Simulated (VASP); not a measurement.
# TaN in VASP: notebook, part 3 of 3

VASP 6.6.1. The steps go on from the part before.

### Step 5. Single point, PBE

INCAR reads:

```
SYSTEM = TaN
ALGO     = Normal         ! electronic algorithm
EDIFF    = 1E-6           ! SCF threshold, eV
ENCUT    = 520            ! plane-wave cutoff, eV
GGA      = PE             ! functional
GGA_COMPAT= .FALSE.      
ISIF     = 2              ! what is computed and relaxed
ISMEAR   = -1             ! smearing method
ISYM     = -1           
LASPH    = .TRUE.         ! aspherical terms in the spheres
LCHARG   = .TRUE.         ! write CHGCAR
LELF     = .TRUE.         ! ELF
LREAL    = Auto         
LVHAR    = .TRUE.       
LWAVE    = .FALSE.        ! write WAVECAR
NBANDS   = 78             ! bands
NELM     = 120            ! most SCF steps
PREC     = Accurate       ! precision mode
SIGMA    = 0.2482         ! smearing width, eV
```

KPOINTS reads:

```
explicit points
1
Reciprocal
  0.25000000   0.25000000   0.25000000 1
```

POSCAR reads:

```
TaN
1.0
    5.9152850000      0.1408810000      0.0440940000
    0.1408810000      5.6478040000     -0.2198280000
    0.0440940000     -0.2198280000      5.5198490000
Ta N
8 8
Direct
    0.4879412756      0.1433193318      0.1564684685
    0.3307345040      0.2745212197      0.6703707010
    0.6602363758      0.8788243285      0.7239538132
    0.4900537862      0.6417599343      0.2530368804
    0.9691602265      0.3724687638      0.1659699228
    0.9737907800      0.8556718310      0.1574840719
    0.1240005249      0.7098378691      0.6868482380
    0.8063511911      0.3151987702      0.6097286839
    1.0380691884      0.0775475733      0.5107252943
    0.8025132475      0.6090053163     -0.0541990548
    0.9027934923      0.6631489426      0.4250036422
    0.2340534831      0.9880517871     -0.0785544869
    0.2291960352      0.6189836075      0.0343380333
    0.7969041192      0.1430830755     -0.0516548594
    0.5399884096     -0.0240455257      0.4476622225
    0.4799495560      0.5831736758      0.6029731986
```

Potentials or basis: VASP PAW PBE potentials, release 64 (Ta_pv, N).

On the command line:

```sh
$ cat potpaw_PBE.64/Ta_pv/POTCAR potpaw_PBE.64/N/POTCAR > POTCAR
$ mpirun -np 1 vasp_std > vasp.out
```

OUTCAR:

```text
SYSTEM = TaN
   EDIFF = 1E-6
   ENCUT = 520
   GGA = PE
   ISIF = 2
   ISMEAR = -1
   ISYM = -1
   LASPH = .TRUE.
   LREAL = Auto
   NELM = 120
   PREC = Accurate

 ion  position               nearest neighbor table
   1  0.488  0.143  0.156-  15 1.95  14 2.15  12 2.17   4 2.83   3 2.86   4 2.93   2 2.99   2 3.00
                             5 3.18   6 3.23   8 3.27   5 3.27   6 3.52
   2  0.331  0.275  0.670-  16 2.05   9 2.26  12 2.30  15 2.31   7 2.69   8 2.85   3 2.93   1 2.99
                             1 3.00   8 3.13   4 3.38   5 3.44   7 3.48   5 3.60
   3  0.660  0.879  0.724-  15 1.81  14 2.07  16 2.10  10 2.18  11 2.39   8 2.77   7 2.86   1 2.86
                             2 2.93   4 3.04   6 3.06   8 3.27   7 3.36   4 3.47   6 3.61
   4  0.490  0.642  0.253-  13 1.98  16 1.99  15 2.13  10 2.48  11 2.64   1 2.83   1 2.93   3 3.04
                             5 3.16   7 3.19   6 3.21   6 3.30   8 3.34   2 3.38   3 3.47   5 3.53
   5  0.969  0.372  0.166-  14 2.02  10 2.10  11 2.11  13 2.27   9 2.65   8 2.67   6 2.74   6 2.92
                             4 3.16   1 3.18   8 3.23   1 3.27   2 3.44   7 3.48   7 3.52   4 3.53
   6  0.974  0.856  0.157-  11 1.96  13 2.04  10 2.06  12 2.20   9 2.28  14 2.29   5 2.74   7 2.78
                             5 2.92   3 3.06   4 3.21   7 3.23   1 3.23   4 3.30   1 3.52   8 3.55
   7  0.124  0.710  0.687-  11 1.98  12 2.09  13 2.12  16 2.22   9 2.40  10 2.48   2 2.69   6 2.78
                             3 2.86   8 3.00   4 3.19   6 3.23   3 3.36   2 3.48   5 3.48   5 3.52
   8  0.806  0.315  0.610-   9 1.92  14 2.18  11 2.38  10 2.39  16 2.40  15 2.65   5 2.67   3 2.77
                             2 2.85   7 3.00   2 3.13   5 3.23   1 3.27   3 3.27   4 3.34   6 3.55
   9  0.038  0.078  0.511-   8 1.92   2 2.26   6 2.28   7 2.40   5 2.65
  10  0.803  0.609  0.946-   6 2.06   5 2.10   3 2.18   8 2.39   7 2.48   4 2.48
  11  0.903  0.663  0.425-   6 1.96   7 1.98   5 2.11   8 2.38   3 2.39   4 2.64
  12  0.234  0.988  0.921-   7 2.09   1 2.17   6 2.20   2 2.30
  13  0.229  0.619  0.034-   4 1.98   6 2.04   7 2.12   5 2.27
  14  0.797  0.143  0.948-   5 2.02   3 2.07   1 2.15   8 2.18   6 2.29
  15  0.540  0.976  0.448-   3 1.81   1 1.95   4 2.13   2 2.31   8 2.65
  16  0.480  0.583  0.603-   4 1.99   2 2.05   3 2.10   7 2.22   8 2.40

IMPORTANT INFORMATION: All symmetrisations will be switched off!
NOSYMM: (Re-)initialisation of all symmetry stuff for point group C_1.

----------------------------------------------------------------------------------------

                                     Primitive cell

  volume of cell :     184.0000

  direct lattice vectors                    reciprocal lattice vectors
     5.915285000  0.140881000  0.044094000     0.169166816 -0.004278993 -0.001521760
     0.140881000  5.647804000 -0.219828000    -0.004278993  0.177443090  0.007100853
     0.044094000 -0.219828000  5.519849000    -0.001521760  0.007100853  0.181459324

  length of vectors
     5.917126699  5.653836028  5.524400566     0.169227767  0.177636658  0.181604582

  position of ions in fractional coordinates (direct lattice)
     0.487941276  0.143319332  0.156468469
     0.330734504  0.274521220  0.670370701
     0.660236376  0.878824329  0.723953813
     0.490053786  0.641759934  0.253036880
     0.969160227  0.372468764  0.165969923
     0.973790780  0.855671831  0.157484072
[... 8 lines left out ...]
     0.539988410  0.975954474  0.447662222
     0.479949556  0.583173676  0.602973199

  ion indices of the primitive-cell ions
   primitive index   ion index
                 1           1
                 2           2
                 3           3
                 4           4
                 5           5
                 6           6
[... 8 lines left out ...]
                15          15
                16          16

----------------------------------------------------------------------------------------

 KPOINTS: explicit points

Read explicit list of k-points.

 Found      1 k-points:

 Following reciprocal coordinates:
            Coordinates               Weight
  0.250000  0.250000  0.250000      1.000000
   k-points           NKPTS =      1   k-points in BZ     NKDIM =      1   number of bands    NBANDS=     78
   number of dos      NEDOS =    301   number of ions     NIONS =     16
   total plane-waves  NPLWV =  84672
   dimension x,y,z NGX =    48 NGY =   42 NGZ =   42
   dimension x,y,z NGXF=    96 NGYF=   84 NGZF=   84
   ions per type =               8   8
   NGX,Y,Z   is equivalent  to a cutoff of  13.49, 12.35, 12.64 a.u.
   NGXF,Y,Z  is equivalent  to a cutoff of  26.97, 24.70, 25.28 a.u.
 SYSTEM =  TaN
   PREC   = accura    normal or accurate (medium, high low for compatibility)
   ISTART =      0    job   : 0-new  1-cont  2-samecut
   ICHARG =      2    charge: 1-file 2-atom 10-const
   ISPIN  =      1    spin polarized calculation?
   LNONCOLLINEAR =      F non collinear calculations
   LSORBIT =      F    spin-orbit coupling
   LASPH  =      T    aspherical Exc in radial PAW
   ENCUT  =  520.0 eV  38.22 Ry    6.18 a.u.  11.00 10.51 10.27*2*pi/ulx,y,z
   NELM   =    120;   NELMIN=  2; NELMDL= -5     # of ELM steps
   EDIFF  = 0.1E-05   stopping-criterion for ELM
   LREAL  =      T    real-space projection
   EDIFFG = 0.1E-04   stopping-criterion for IOM
   NSW    =      0    number of steps for IOM
   IBRION =     -1    ionic relax: 0-MD 1-quasi-New 2-CG
   NFREE  =      0    steps in history (QN), initial steepest desc. (CG)
   ISIF   =      2    stress and relaxation
   ISYM   =     -1    0-nonsym 1-usesym 2-fastsym
   POTIM  = 0.5000    time-step for ionic-motion
   TEBEG  =    0.0;   TEEND  =   0.0 temperature during run
   PSTRESS=    0.0 pullay stress
   NELECT =     128.0000    total number of electrons
   NUPDOWN=      -1.0000    fix difference up-down
   EMIN   =  10.00;   EMAX   =-10.00  energy-range for DOS
   EFERMI =   0.00;   METHOD = LEGACY
   ISMEAR =    -1;   SIGMA  =   0.25  broadening in eV -4-tet -1-fermi 0-gaus
   EFERMI_NEDOS =   21; number of points for ismear=-14 and -15
   IALGO  =     38    algorithm
   IMIX   =      4    mixing-type and parameters
     AMIX     =   0.40;   BMIX     =  1.00
     AMIX_MAG =   1.60;   BMIX_MAG =  1.00
  volume/ion in A,a.u.               =      11.50        77.61
  Fermi-wavevector in a.u.,A,eV,Ry     =   1.450571  2.741181 28.628765  2.104155
  Thomas-Fermi vector in A             =   2.568167
   LORBIT       =      0    0 simple, 1 ext, 2 COOP (PROOUT), +10 PAW based schemes
   GGA     = PE    functional components
   LHFCALC =     F    Hartree Fock is set to
   AEXX    =    0.0000 exact exchange contribution
   IVDW    =     0    specifies the selected vdW correction
   LEPSILON=     F    determine dielectric tensor
   LRPA    =     F    only Hartree local field effects (RPA)
 non-spin polarized calculation
  energy-cutoff  :      520.00
  volume of cell :      184.00
 maximum number of plane-waves:      4947
 NGX is ok and might be reduce to    48
   NGX = 21   NGY = 21   NGZ = 21

 number of electron     128.0000003 magnetization

 Free energy of the ion-electron system (eV)
  ---------------------------------------------------
  ext. energy  EPLUGINS =         0.00000000
  ---------------------------------------------------
  free energy    TOTEN  =      -167.70712085 eV

  energy without entropy =     -166.33028892  energy(sigma->0) =     -167.01870488

 E-fermi :   7.5841     XC(G=0): -12.8934

 val. band max:        7.4794759686   @ k =   0.2500   0.2500   0.2500
 cond. band min:       7.6239533407   @ k =   0.2500   0.2500   0.2500
 fundamental gap:      0.1444773720
 Fermi energy:         7.5840934148

 k-point     1 :       0.2500    0.2500    0.2500
  band No.  band energies     occupation
      1     -28.2583      2.00000
      2     -28.1788      2.00000
      3     -28.0999      2.00000
      4     -27.9967      2.00000
      5     -27.8948      2.00000
      6     -27.8494      2.00000
[... 68 lines left out ...]
     75      10.2135      0.00005
     76      10.5192      0.00001
 [bands above 76 left out]

------------------------ aborting loop because EDIFF is reached ----------------------------------------

  FORCE on cell =-STRESS in cart. coord.  units (eV):
  Direction    XX          YY          ZZ          XY          YZ          ZX
  --------------------------------------------------------------------------------------
  -------------------------------------------------------------------------------------
  Total       12.6731012     32.9727103     24.3723735     -3.6468549     -4.7509791      3.1036149
  in kB      110.3508205    287.1093340    212.2220424    -31.7549296    -41.3690729     27.0246758
  external PRESSURE =     203.2273990 kB  Pullay stress =       0.0000000 kB

 VOLUME and BASIS-vectors are now :
 -----------------------------------------------------------------------------
  energy-cutoff  :      520.00
  volume of cell :      184.00
      direct lattice vectors                 reciprocal lattice vectors
     5.915285000  0.140881000  0.044094000     0.169166816 -0.004278993 -0.001521760
     0.140881000  5.647804000 -0.219828000    -0.004278993  0.177443090  0.007100853
     0.044094000 -0.219828000  5.519849000    -0.001521760  0.007100853  0.181459324

 POSITION                                       TOTAL-FORCE (eV/Angst)
 -----------------------------------------------------------------------------------
      2.91340      0.84378      0.85369         0.390067      0.651696     -1.736240
      2.02462      1.44967      3.65458        -2.653560     -1.878969     -0.392850
      4.06122      4.89730      3.83204         0.415987     -3.374532      5.351455
      3.00038      3.63795      1.27726         0.999468     -1.464237     -1.488467
      5.79265      2.20368      0.87698         1.752852     -1.483513     -1.972436
      5.88774      4.93524      0.72413         1.658734      3.537760     -0.506219
[... 8 lines left out ...]
      3.35142      5.48966      2.28030        -2.114286      3.295537     -4.143843
      2.94778      3.22872      3.22129        -0.764989     -0.750444      1.406422
 -----------------------------------------------------------------------------------
    total drift:                                0.006868      0.002286     -0.000643

  FREE ENERGIE OF THE ION-ELECTRON SYSTEM (eV)
  ---------------------------------------------------
  free  energy   TOTEN  =      -167.7071208459 eV

  energy  without entropy=     -166.3302889227  energy(sigma->0) =     -167.01870488
```

It took 1.8 min on 1 thread of Intel Xeon 8259CL, shared host; peak memory 0.28 GiB.

Results:

- Free energy: -167.7071 eV
- Pressure: 20.3 GPa
- Largest force: 6.340 eV/Å

Forces on the atoms (eV/Å):
```
Ta   0.390  0.652 -1.736
Ta  -2.654 -1.879 -0.393
Ta   0.416 -3.375  5.351
Ta   0.999 -1.464 -1.488
Ta   1.753 -1.484 -1.972
Ta   1.659  3.538 -0.506
Ta   2.465  2.110 -0.323
Ta  -1.656  3.879  2.648
N    1.867 -0.984 -2.112
N   -0.879 -0.298 -0.659
N   -3.029 -2.483  1.316
N    2.554  3.421  0.141
N   -0.409 -3.170  0.951
N   -0.598 -1.008  1.520
N   -2.114  3.296 -4.144
N   -0.765 -0.750  1.406
```

Levels at points of the mesh, in eV from the Fermi level:
```
           k point  band 60  band 61  band 62  band 63  band 64  band 65  band 66  band 67  band 68  band 69
(0.25, 0.25, 0.25)    -1.60    -1.05    -0.64    -0.45    -0.10     0.04     0.60     0.73     0.96     1.20
```

Caveat: the atoms stand as in a frame of molecular dynamics; spin-orbit coupling is left out, which moves the levels of the heavy elements.

### Step 6. Summary

| cell | smearing | pressure (GPa) | largest force (eV/Å) |
| --- | --- | --- | --- |
| as given, atomic positions A | fermi-dirac 0.3447 eV | 36.8 | 13.73 |
| as given, atomic positions B | fermi-dirac 0.2482 eV | 23.8 | 7.91 |
| as given, atomic positions C | fermi-dirac 0.2482 eV | 21.4 | 11.09 |
| as given, atomic positions D | fermi-dirac 0.2482 eV | 20.3 | 6.34 |

Alike in all rows: task single point; level PBE; potentials or basis VASP PAW PBE potentials, release 64 (Ta_pv, N); no spin polarisation; k mesh 1 × 1 × 1, shifted; cutoff (eV) 520.

Caveats: the atoms stand as in a frame of molecular dynamics; spin-orbit coupling is left out, which moves the levels of the heavy elements; so wide a smearing shifts energies and pressures (at least some runs).

Absolute energies hang on the potentials; compare differences alone.
